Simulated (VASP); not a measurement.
# I (Cmce) in VASP: a series of runs, part 2 of 2

VASP 6.6.1. Earlier steps stand in the parts before.

### Step 3. Single point, PBE+D3(BJ)

This run uses another cell than the first one, of 29.20 Å³/atom, 1.077 times its volume.

INCAR reads:

```
ALGO = Normal
EDIFF = 1E-7
ENCUT = 520
GGA = PE
ISIF = 2
ISMEAR = 0
IVDW = 12
LASPH = True
LCHARG = False
LREAL = False
LWAVE = False
NBANDS = 22
NELM = 60
PREC = Accurate
SIGMA = 0.02
```

KPOINTS reads:

```
k-points
0
Gamma
  9 9 9
```

POSCAR reads:

```
I
1.0
    3.1062142580     -2.0354878355      0.0000000000
    3.1062142580      2.0354878355      0.0000000000
    0.0000000000      0.0000000000      9.2378309884
I
4
Direct
    0.8014825455      0.1985174545      0.8760982863
    0.3014825455      0.6985174545      0.6239017137
    0.1985174545      0.8014825455      0.1239017137
    0.6985174545      0.3014825455      0.3760982863
```

Potentials or basis: VASP PAW PBE potentials, release 64 (I).

Started as:

```sh
> cat potpaw_PBE.64/I/POTCAR > POTCAR
> mpirun -np 1 vasp_std > vasp.out
```

OUTCAR:

```text
EDIFF = 1E-7
   ENCUT = 520
   GGA = PE
   ISIF = 2
   ISMEAR = 0
   IVDW = 12
   LASPH = True
   LREAL = False
   NELM = 60
   PREC = Accurate
 IVDW          = 12

 ion  position               nearest neighbor table
   1  0.801  0.199  0.876-   3 2.80   2 3.09   2 3.09   3 3.36
   2  0.301  0.699  0.624-   4 2.80   1 3.09   1 3.09   4 3.36
   3  0.199  0.801  0.124-   1 2.80   4 3.09   4 3.09   1 3.36
   4  0.699  0.301  0.376-   2 2.80   3 3.09   3 3.09   2 3.36

  LATTYP: Found a base centered orthorhombic cell.
 ALAT       =     4.0709756710
 B/A-ratio  =     1.5260293890
 C/A-ratio  =     2.2691933666

  Lattice vectors:

 A1 = (  -3.1062142580,  -2.0354878355,   0.0000000000)
 A2 = (   3.1062142580,  -2.0354878355,   0.0000000000)
 A3 = (   0.0000000000,   0.0000000000,   9.2378309884)

Analysis of symmetry for initial positions (statically):
=====================================================================
 Subroutine PRICEL returns:
 Original cell was already a primitive cell.

 Routine SETGRP: Setting up the symmetry group for a
 base centered orthorhombic supercell.

 Subroutine GETGRP returns: Found  8 space group operations
 (whereof  4 operations were pure point group operations)
 out of a pool of  8 trial point group operations.

The static configuration has the point symmetry C_2h.
 The point group associated with its full space group is D_2h.

Analysis of symmetry for dynamics (positions and initial velocities):
=====================================================================
 Subroutine PRICEL returns:
 Original cell was already a primitive cell.

 Routine SETGRP: Setting up the symmetry group for a
 base centered orthorhombic supercell.

 Subroutine GETGRP returns: Found  8 space group operations
 (whereof  4 operations were pure point group operations)
 out of a pool of  8 trial point group operations.

The dynamic configuration has the point symmetry C_2h.
 The point group associated with its full space group is D_2h.
[... 121 lines left out ...]
   IMIX   =      4    mixing-type and parameters
     AMIX     =   0.40;   BMIX     =  1.00
     AMIX_MAG =   1.60;   BMIX_MAG =  1.00
  volume/ion in A,a.u.               =      29.20       197.08
  Fermi-wavevector in a.u.,A,eV,Ry     =   1.016937  1.921733 14.070622  1.034162
  Thomas-Fermi vector in A             =   2.150310
   LORBIT       =      0    0 simple, 1 ext, 2 COOP (PROOUT), +10 PAW based schemes
   GGA     = PE    functional components
   LHFCALC =     F    Hartree Fock is set to
   AEXX    =    0.0000 exact exchange contribution
   IVDW    =    12    specifies the selected vdW correction
   LEPSILON=     F    determine dielectric tensor
   LRPA    =     F    only Hartree local field effects (RPA)
 non-spin polarized calculation
 Gauss-broadening in eV      SIGMA  =   0.02
  energy-cutoff  :      520.00
  volume of cell :      116.82
 maximum number of plane-waves:      3178
   NGX = 13   NGY = 13   NGZ = 35

 number of electron      27.9999999 magnetization

 Free energy of the ion-electron system (eV)
  ---------------------------------------------------
  ext. energy  EPLUGINS =         0.00000000
  ---------------------------------------------------
  free energy    TOTEN  =        -4.54137805 eV

  energy without entropy =       -4.54137805  energy(sigma->0) =       -4.54137805

 E-fermi :   7.3654     XC(G=0):  -9.8638

 val. band max:        7.2306089565   @ k =  -0.2222   0.1111   0.2222
 cond. band min:       7.4526933396   @ k =   0.4444   0.4444   0.3333
 fundamental gap:      0.2220843831
 Fermi energy:         7.3654276822

 k-point     1 :       0.0000    0.0000    0.0000
  band No.  band energies     occupation
      1      -8.1141      2.00000
      2      -6.8001      2.00000
      3      -6.4548      2.00000
      4      -3.9353      2.00000
      5       1.0956      2.00000
      6       3.8526      2.00000
[... 589 lines left out ...]
     21      14.5196      0.00000
     22      15.1258      0.00000

 [... further k-points ...]

------------------------ aborting loop because EDIFF is reached ----------------------------------------

 Edisp (eV)   -1.81323

 E8    (eV) :    -0.8105

  FORCE on cell =-STRESS in cart. coord.  units (eV):
  Direction    XX          YY          ZZ          XY          YZ          ZX
  --------------------------------------------------------------------------------------
  -------------------------------------------------------------------------------------
  Total       7.19705     7.15240     7.13626     0.00000    -0.00000     0.00000
  in kB      98.71097    98.09853    97.87719     0.00000    -0.00000     0.00000
  external pressure =       98.23 kB  Pullay stress =        0.00 kB

 VOLUME and BASIS-vectors are now :
 -----------------------------------------------------------------------------
  energy-cutoff  :      520.00
  volume of cell :      116.82
      direct lattice vectors                 reciprocal lattice vectors
     3.106214258 -2.035487836  0.000000000     0.160967647 -0.245641360  0.000000000
     3.106214258  2.035487836  0.000000000     0.160967647  0.245641360  0.000000000
     0.000000000  0.000000000  9.237830988     0.000000000  0.000000000  0.108250519

 POSITION                                       TOTAL-FORCE (eV/Angst)
 -----------------------------------------------------------------------------------
      3.10621     -1.22733      8.09325         0.000000     -0.009628      0.010670
      3.10621      0.80816      5.76350         0.000000     -0.009628     -0.010670
      3.10621      1.22733      1.14458         0.000000      0.009628     -0.010670
      3.10621     -0.80816      3.47433         0.000000      0.009628      0.010670
 -----------------------------------------------------------------------------------
    total drift:                                0.000000     -0.000000     -0.000000

  FREE ENERGIE OF THE ION-ELECTRON SYSTEM (eV)
  ---------------------------------------------------
  free  energy   TOTEN  =        -6.3546031577 eV

  energy  without entropy=       -6.3546031577  energy(sigma->0) =       -6.35460316
```

Wall time 4.6 min (1 thread of Oxide Virtual Turin-like, shared host); peak memory 0.35 GiB.

Results:

```
Free energy                : -6.3546 eV
Pressure                   : 9.8 GPa
Largest force              : 0.014 eV/Å
Band gap on the k mesh     : 0.22 eV, indirect (least direct gap 0.80 eV)
Dispersion energy per atom : -0.453 eV
```

Forces in eV/Å, atoms in the order of the input:
```
I    0.000 -0.010  0.011
I    0.000 -0.010 -0.011
I    0.000  0.010 -0.011
I    0.000  0.010  0.011
```

Caveat: spin-orbit coupling is left out, which moves the levels of the heavy elements.

### Step 4. Single point, PBE+D3(BJ)

This run uses another cell than the first one, of 32.22 Å³/atom, 1.188 times its volume.

INCAR reads:

```
SYSTEM = I
ALGO = Normal
EDIFF = 1E-6
ENCUT = 520
GGA = PE
ISIF = 2
ISMEAR = 0
IVDW = 12
LASPH = .True.
LCHARG = .False.
LREAL = .False.
LWAVE = .False.
NBANDS = 22
NELM = 80
PREC = Accurate
SIGMA = 0.02
```

KPOINTS reads:

```
k-points
0
Gamma
  9 9 9
  0 0 0
```

POSCAR reads:

```
I
1.0
    3.2627276874     -2.1033699339      0.0000000000
    3.2627276874      2.1033699339      0.0000000000
    0.0000000000      0.0000000000      9.3905234313
I
4
Direct
    0.8108884761      0.1891115239      0.8765525662
    0.3108884761      0.6891115239      0.6234474338
    0.1891115239      0.8108884761      0.1234474338
    0.6891115239      0.3108884761      0.3765525662
```

Started as:

```sh
> cat potpaw_PBE.64/I/POTCAR > POTCAR
> mpirun -np 1 vasp_std > vasp.out
```

Run time: 4 min. Hardware: 1 thread of Oxide Virtual Turin-like, shared host; peak memory 0.38 GiB.

Results (log left out):

```
Free energy                : -6.8973 eV
Pressure                   : 4.9 GPa
Largest force              : 0.014 eV/Å
Band gap on the k mesh     : 0.50 eV, indirect (least direct gap 0.95 eV)
Dispersion energy per atom : -0.411 eV
```

Forces in eV/Å, atoms in the order of the input:
```
I    0.000 -0.010  0.011
I    0.000 -0.010 -0.011
I    0.000  0.010 -0.011
I    0.000  0.010  0.011
```

Stress tensor (GPa, compression positive):
```
4.99 0.00 0.00
0.00 4.93 0.00
0.00 0.00 4.89
```

Levels at points of the mesh, in eV from the valence-band top:
| k point | band 12 | band 13 | band 14 | band 15 | band 16 | band 17 |
| --- | --- | --- | --- | --- | --- | --- |
| (0.00, 0.00, 0.00) | -0.60 | -0.21 | -0.08 | 1.28 | 2.12 | 4.09 |

Caveat: spin-orbit coupling is left out, which moves the levels of the heavy elements.

### Step 5. The runs side by side

| cell | gap on the mesh (eV) | pressure (GPa) | largest force (eV/Å) |
| --- | --- | --- | --- |
| a = 3.599, b = 3.599, c = 9.061 Å, angles 90.0, 90.0, 67.6°, 4 atoms | none | 14.9 | 0.01 |
| a = 3.714, b = 3.714, c = 9.238 Å, angles 90.0, 90.0, 66.5°, 4 atoms | 0.22 | 9.8 | 0.01 |
| a = 3.882, b = 3.882, c = 9.391 Å, angles 90.0, 90.0, 65.6°, 4 atoms | 0.50 | 4.9 | 0.01 |

Alike in all rows: task single point; level PBE+D3(BJ); potentials or basis VASP PAW PBE potentials, release 64 (I); no spin polarisation; k mesh 9 × 9 × 9; cutoff (eV) 520; smearing gaussian 0.02 eV.

Caveats: spin-orbit coupling is left out, which moves the levels of the heavy elements; pairwise dispersion overbinds metals, which lowers pressure and volume (some runs).

Absolute energies hang on the potentials; compare differences alone.
